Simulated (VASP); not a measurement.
A run of VASP 6.6.1 is set up as follows.

The input INCAR:

```
ALGO = Normal
EDIFF = 1E-6
ENCUT = 520
ISIF = 2
ISMEAR = -1
LASPH = True
LCHARG = True
LELF = True
LREAL = False
LVHAR = True
LWAVE = False
NBANDS = 18
NELM = 80
PREC = Accurate
SIGMA = 0.1
```

Contents of KPOINTS:

```
k-points
0
Gamma
  16 16 10
```

Contents of POSCAR:

```
Sc
1.0
    3.2269535137      0.0000000000      0.0000000000
   -1.6134767568      2.7946237197      0.0000000000
    0.0000000000      0.0000000000      5.0106607160
Sc
2
Direct
    0.3333333333      0.6666666667      0.2500000000
    0.6666666667      0.3333333333      0.7500000000
```

Potentials or basis: VASP PAW LDA potentials, release 64 (Sc_sv).

The run is started by

```bash
$ cat potpaw_LDA.64/Sc_sv/POTCAR > POTCAR
$ mpirun -np 1 vasp_std > vasp.out
```

Question: Estimate the band gap on the k mesh.

Answer: Zero (bands 11 and 12 overlap by 1.62 eV).

Question: Estimate the pressure.

Answer: 0.1 GPa.
